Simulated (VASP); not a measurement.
# RbSi2 (P-3m1) in VASP: a series of runs

The runs below take RbSi2 through single point, with PBE, r2SCAN.

Program: VASP 6.6.1. These are calculated values, not measurements. Logs are shortened: lines on timing, memory, paths and dates and some standing lists are left out, and cuts for length are marked.

### 1 The cell of the first run

The structure is trigonal, space group P-3m1 (No. 164). Conventional cell: a = 4.050 Å, b = 4.050 Å, c = 6.397 Å, α = 90.00°, β = 90.00°, γ = 120.00°. Rb (site symmetry -3m) has 12 Si at 3.71 to 4.22 Å and 6 Rb at 4.05 Å within 4.9 Å. Within 3.2 Å of Si (site symmetry 3m) lie 3 Si at 2.42 Å.

### 2 Single point, PBE (volume scaled by 1.10, then relaxed in part)

INCAR

```
SYSTEM = RbSi2
ALGO     = Normal         ! electronic algorithm
EDIFF    = 1E-6           ! SCF threshold, eV
ENCUT    = 520            ! plane-wave cutoff, eV
GGA      = PE             ! functional
ISIF     = 2              ! what is computed and relaxed
ISMEAR   = 0              ! smearing method
LASPH    = .TRUE.         ! aspherical terms in the spheres
LCHARG   = .FALSE.        ! write CHGCAR
LREAL    = .FALSE.        ! projectors in reciprocal space
LWAVE    = .FALSE.        ! write WAVECAR
NBANDS   = 16             ! bands
NELM     = 60             ! most SCF steps
PREC     = Accurate       ! precision mode
SIGMA    = 0.1            ! smearing width, eV
```

KPOINTS

```
k-points
0
G
  12 12 8
  0 0 0
```

POSCAR

```
RbSi2
1.0
    4.0501040100      0.0000000000      0.0000000000
   -2.0250520050      3.5074929606      0.0000000000
    0.0000000000      0.0000000000      6.3969876945
Rb Si
1 2
Direct
    0.0000000000      0.0000000000      0.0000000000
    0.3333333333      0.6666666667      0.4508858863
    0.6666666667      0.3333333333      0.5491141137
```

Potentials or basis: VASP PAW PBE potentials, release 64 (Rb_sv, Si).

On the command line:

```sh
$ cat potpaw_PBE.64/Rb_sv/POTCAR potpaw_PBE.64/Si/POTCAR > POTCAR
$ mpirun -np 1 vasp_std > vasp.out
```

OUTCAR:

```text
SYSTEM = RbSi2
   EDIFF = 1E-6
   ENCUT = 520
   GGA = PE
   ISIF = 2
   ISMEAR = 0
   LASPH = .TRUE.
   LREAL = .FALSE.
   NELM = 60
   PREC = Accurate

 ion  position               nearest neighbor table
   1  0.000  0.000  0.000-   2 3.71   3 3.71   2 3.71   3 3.71   3 3.71   2 3.71   3 4.22   2 4.22
                             2 4.22   3 4.22   3 4.22   2 4.22
   2  0.333  0.667  0.451-   3 2.42   3 2.42   3 2.42   1 3.71   1 3.71   1 3.71   1 4.22   1 4.22
                             1 4.22
   3  0.667  0.333  0.549-   2 2.42   2 2.42   2 2.42   1 3.71   1 3.71   1 3.71   1 4.22   1 4.22
                             1 4.22

  LATTYP: Found a hexagonal cell.
 ALAT       =     4.0501040100
 C/A-ratio  =     1.5794625715

  Lattice vectors:

 A1 = (   4.0501040100,   0.0000000000,   0.0000000000)
 A2 = (  -2.0250520050,   3.5074929606,   0.0000000000)
 A3 = (   0.0000000000,   0.0000000000,   6.3969876945)

Analysis of symmetry for initial positions (statically):
=====================================================================
 Subroutine PRICEL returns:
 Original cell was already a primitive cell.

 Routine SETGRP: Setting up the symmetry group for a
 hexagonal supercell.

 Subroutine GETGRP returns: Found 12 space group operations
 (whereof 12 operations were pure point group operations)
 out of a pool of 24 trial point group operations.

The static configuration has the point symmetry D_3d.

Analysis of symmetry for dynamics (positions and initial velocities):
=====================================================================
 Subroutine PRICEL returns:
 Original cell was already a primitive cell.

 Routine SETGRP: Setting up the symmetry group for a
 hexagonal supercell.

 Subroutine GETGRP returns: Found 12 space group operations
 (whereof 12 operations were pure point group operations)
 out of a pool of 24 trial point group operations.

The dynamic configuration has the point symmetry D_3d.

 Subroutine INISYM returns: Found 12 space group operations
 (whereof 12 operations are pure point group operations),
 and found     1 'primitive' translations

----------------------------------------------------------------------------------------

                                     Primitive cell

  volume of cell :      90.8738

  direct lattice vectors                    reciprocal lattice vectors
     4.050104010  0.000000000  0.000000000     0.246907239  0.142551961  0.000000000
    -2.025052005  3.507492961  0.000000000     0.000000000  0.285103922  0.000000000
     0.000000000  0.000000000  6.396987694     0.000000000  0.000000000  0.156323577

  length of vectors
     4.050104010  4.050104010  6.396987694     0.285103922  0.285103922  0.156323577

  position of ions in fractional coordinates (direct lattice)
     0.000000000  0.000000000  0.000000000
     0.333333333  0.666666667  0.450885886
     0.666666667  0.333333333  0.549114114

  ion indices of the primitive-cell ions
   primitive index   ion index
                 1           1
                 2           2
                 3           3

----------------------------------------------------------------------------------------

 KPOINTS: k-points

Automatic generation of k-mesh.
 Grid dimensions read from file:
 generate k-points for:   12   12    8

 Generating k-lattice:

  Cartesian coordinates                     Fractional coordinates (reciprocal lattice)
     0.020575603  0.011879330  0.000000000     0.083333333  0.000000000  0.000000000
     0.000000000  0.023758660  0.000000000     0.000000000  0.083333333  0.000000000
     0.000000000  0.000000000  0.019540447     0.000000000  0.000000000  0.125000000

  Length of vectors
     0.023758660  0.023758660  0.019540447

  Shift w.r.t. Gamma in fractional coordinates (k-lattice)
     0.000000000  0.000000000  0.000000000

 Subroutine IBZKPT returns following result:
 ===========================================

 Found    131 irreducible k-points:

 Following reciprocal coordinates:
            Coordinates               Weight
  0.000000  0.000000  0.000000      1.000000
  0.083333  0.000000  0.000000      6.000000
  0.166667  0.000000  0.000000      6.000000
  0.250000  0.000000  0.000000      6.000000
  0.333333 -0.000000  0.000000      6.000000
  0.416667  0.000000  0.000000      6.000000
[... 16 lines left out ...]
  0.166667  0.000000  0.125000      6.000000
  0.000000  0.166667  0.125000      6.000000
 [... further k-points ...]
   k-points           NKPTS =    131   k-points in BZ     NKDIM =    131   number of bands    NBANDS=     16
   number of dos      NEDOS =    301   number of ions     NIONS =      3
   total plane-waves  NPLWV =  43200
   dimension x,y,z NGX =    30 NGY =   30 NGZ =   48
   dimension x,y,z NGXF=    60 NGYF=   60 NGZF=   96
   ions per type =               1   2
   NGX,Y,Z   is equivalent  to a cutoff of  12.31, 12.31, 12.47 a.u.
   NGXF,Y,Z  is equivalent  to a cutoff of  24.63, 24.63, 24.95 a.u.
 SYSTEM =  RbSi2
   PREC   = accura    normal or accurate (medium, high low for compatibility)
   ISTART =      0    job   : 0-new  1-cont  2-samecut
   ICHARG =      2    charge: 1-file 2-atom 10-const
   ISPIN  =      1    spin polarized calculation?
   LNONCOLLINEAR =      F non collinear calculations
   LSORBIT =      F    spin-orbit coupling
   LASPH  =      T    aspherical Exc in radial PAW
   ENCUT  =  520.0 eV  38.22 Ry    6.18 a.u.   7.53  7.53 11.89*2*pi/ulx,y,z
   NELM   =     60;   NELMIN=  2; NELMDL= -5     # of ELM steps
   EDIFF  = 0.1E-05   stopping-criterion for ELM
   LREAL  =      F    real-space projection
   EDIFFG = 0.1E-04   stopping-criterion for IOM
   NSW    =      0    number of steps for IOM
   IBRION =     -1    ionic relax: 0-MD 1-quasi-New 2-CG
   NFREE  =      0    steps in history (QN), initial steepest desc. (CG)
   ISIF   =      2    stress and relaxation
   ISYM   =      2    0-nonsym 1-usesym 2-fastsym
   POTIM  = 0.5000    time-step for ionic-motion
   TEBEG  =    0.0;   TEEND  =   0.0 temperature during run
   PSTRESS=    0.0 pullay stress
   NELECT =      17.0000    total number of electrons
   NUPDOWN=      -1.0000    fix difference up-down
   EMIN   =  10.00;   EMAX   =-10.00  energy-range for DOS
   EFERMI =   0.00;   METHOD = LEGACY
   ISMEAR =     0;   SIGMA  =   0.10  broadening in eV -4-tet -1-fermi 0-gaus
   EFERMI_NEDOS =   21; number of points for ismear=-14 and -15
   IALGO  =     38    algorithm
   IMIX   =      4    mixing-type and parameters
     AMIX     =   0.40;   BMIX     =  1.00
     AMIX_MAG =   1.60;   BMIX_MAG =  1.00
  volume/ion in A,a.u.               =      30.29       204.42
  Fermi-wavevector in a.u.,A,eV,Ry     =   0.936293  1.769337 11.927466  0.876644
  Thomas-Fermi vector in A             =   2.063287
   LORBIT       =      0    0 simple, 1 ext, 2 COOP (PROOUT), +10 PAW based schemes
   GGA     = PE    functional components
   LHFCALC =     F    Hartree Fock is set to
   AEXX    =    0.0000 exact exchange contribution
   IVDW    =     0    specifies the selected vdW correction
   LEPSILON=     F    determine dielectric tensor
   LRPA    =     F    only Hartree local field effects (RPA)
 non-spin polarized calculation
 Gauss-broadening in eV      SIGMA  =   0.10
  energy-cutoff  :      520.00
  volume of cell :       90.87
 maximum number of plane-waves:      2480
   NGX = 15   NGY = 15   NGZ = 23

 number of electron      17.0000000 magnetization

 Free energy of the ion-electron system (eV)
  ---------------------------------------------------
  ext. energy  EPLUGINS =         0.00000000
  ---------------------------------------------------
  free energy    TOTEN  =       -11.52179142 eV

  energy without entropy =      -11.51754496  energy(sigma->0) =      -11.51966819

 E-fermi :   3.3041     XC(G=0):  -8.1781

 val. band max:        3.3006046704   @ k =   0.3333   0.0833   0.3750
 cond. band min:       3.3090856354   @ k =   0.4167   0.0000   0.1250
 fundamental gap:      0.0084809650
 Fermi energy:         3.3041220189

 k-point     1 :       0.0000    0.0000    0.0000
  band No.  band energies     occupation
      1     -24.8830      2.00000
      2      -8.9763      2.00000
      3      -8.7843      2.00000
      4      -8.7843      2.00000
      5      -7.3901      2.00000
      6      -0.1769      2.00000
[... 8 lines left out ...]
     15       8.4317      0.00000
     16       9.1002      0.00000

 k-point     2 :       0.0833    0.0000    0.0000
  band No.  band energies     occupation
      1     -24.8798      2.00000
      2      -8.9679      2.00000
      3      -8.8278      2.00000
      4      -8.7928      2.00000
      5      -7.3117      2.00000
      6      -0.1925      2.00000
[... 8 lines left out ...]
     15       8.5617      0.00000
     16       8.9714      0.00000

 k-point     3 :       0.1667    0.0000    0.0000
  band No.  band energies     occupation
      1     -24.8712      2.00000
      2      -8.9453      2.00000
      3      -8.9406      2.00000
      4      -8.8160      2.00000
      5      -7.0829      2.00000
      6      -0.4857      2.00000
[... 8 lines left out ...]
     15       8.7608      0.00000
     16       8.8949      0.00000

 k-point     4 :       0.2500    0.0000    0.0000
  band No.  band energies     occupation
      1     -24.8593      2.00000
      2      -9.0863      2.00000
      3      -8.9132      2.00000
      4      -8.8473      2.00000
      5      -6.7163      2.00000
      6      -1.4173      2.00000
[... 8 lines left out ...]
     15       8.7890      0.00000
     16       8.9888      0.00000

 k-point     5 :       0.3333   -0.0000    0.0000
  band No.  band energies     occupation
      1     -24.8474      2.00000
      2      -9.2233      2.00000
      3      -8.8812      2.00000
      4      -8.8782      2.00000
      5      -6.2309      2.00000
      6      -2.4632      2.00000
[... 8 lines left out ...]
     15       9.4112      0.00000
     16       9.5130      0.00000

 k-point     6 :       0.4167    0.0000    0.0000
  band No.  band energies     occupation
      1     -24.8387      2.00000
      2      -9.3194      2.00000
      3      -8.9006      2.00000
      4      -8.8576      2.00000
      5      -5.6831      2.00000
      6      -3.3720      2.00000
[... 8 lines left out ...]
     15       9.7044      0.00000
     16      10.1822      0.00000
[... 267 lines left out ...]
 k-point    21 :       0.0833    0.0000    0.1250
  band No.  band energies     occupation
      1     -24.8798      2.00000
      2      -8.9876      2.00000
      3      -8.8270      2.00000
      4      -8.7928      2.00000
      5      -7.2755      2.00000
      6      -0.3134      2.00000
[... 8 lines left out ...]
     15       8.4624      0.00000
     16       8.8914      0.00000

 k-point    22 :       0.0000    0.0833    0.1250
  band No.  band energies     occupation
      1     -24.8798      2.00000
      2      -8.9875      2.00000
      3      -8.8270      2.00000
      4      -8.7928      2.00000
      5      -7.2757      2.00000
      6      -0.3067      2.00000
[... 8 lines left out ...]
     15       8.4598      0.00000
     16       9.1808      0.00000

 k-point    23 :       0.1667    0.0000    0.1250
  band No.  band energies     occupation
      1     -24.8712      2.00000
      2      -8.9649      2.00000
      3      -8.9350      2.00000
      4      -8.8159      2.00000
      5      -7.0540      2.00000
      6      -0.5529      2.00000
[... 8 lines left out ...]
     15       8.2044      0.00000
     16       8.7658      0.00000

 k-point    24 :       0.0000    0.1667    0.1250
  band No.  band energies     occupation
      1     -24.8712      2.00000
      2      -8.9628      2.00000
      3      -8.9368      2.00000
      4      -8.8159      2.00000
      5      -7.0554      2.00000
      6      -0.5012      2.00000
[... 8 lines left out ...]
     15       8.7082      0.00000
     16       9.1153      0.00000

 [... further k-points ...]

------------------------ aborting loop because EDIFF is reached ----------------------------------------

  FORCE on cell =-STRESS in cart. coord.  units (eV):
  Direction    XX          YY          ZZ          XY          YZ          ZX
  --------------------------------------------------------------------------------------
  -------------------------------------------------------------------------------------
  Total       -1.5226832     -1.5226832     -1.5106023      0.0000000      0.0000000      0.0000000
  in kB      -26.8461277    -26.8461277    -26.6331315      0.0000000      0.0000000      0.0000000
  external PRESSURE =     -26.7751290 kB  Pullay stress =       0.0000000 kB

 VOLUME and BASIS-vectors are now :
 -----------------------------------------------------------------------------
  energy-cutoff  :      520.00
  volume of cell :       90.87
      direct lattice vectors                 reciprocal lattice vectors
     4.050104010  0.000000000  0.000000000     0.246907239  0.142551961  0.000000000
    -2.025052005  3.507492961  0.000000000     0.000000000  0.285103922  0.000000000
     0.000000000  0.000000000  6.396987694     0.000000000  0.000000000  0.156323577

 POSITION                                       TOTAL-FORCE (eV/Angst)
 -----------------------------------------------------------------------------------
      0.00000      0.00000      0.00000         0.000000      0.000000      0.000000
     -0.00000      2.33833      2.88431         0.000000     -0.000000      0.003750
      2.02505      1.16916      3.51268        -0.000000      0.000000     -0.003750
 -----------------------------------------------------------------------------------
    total drift:                                0.000000      0.000000     -0.000000

  FREE ENERGIE OF THE ION-ELECTRON SYSTEM (eV)
  ---------------------------------------------------
  free  energy   TOTEN  =       -11.5217914212 eV

  energy  without entropy=      -11.5175449557  energy(sigma->0) =      -11.51966819
```

Run time: 2.2 min. Hardware: 1 thread of Intel Xeon 6975P-C, shared host; peak memory 0.32 GiB.

What came out:

- Free energy: -11.5218 eV
- Pressure: -2.7 GPa
- Largest force: 0.004 eV/Å

Forces on the atoms (eV/Å):
```
Rb   0.000  0.000  0.000
Si   0.000  0.000  0.004
Si   0.000  0.000 -0.004
```

(Part 1 of 2 ends here.)
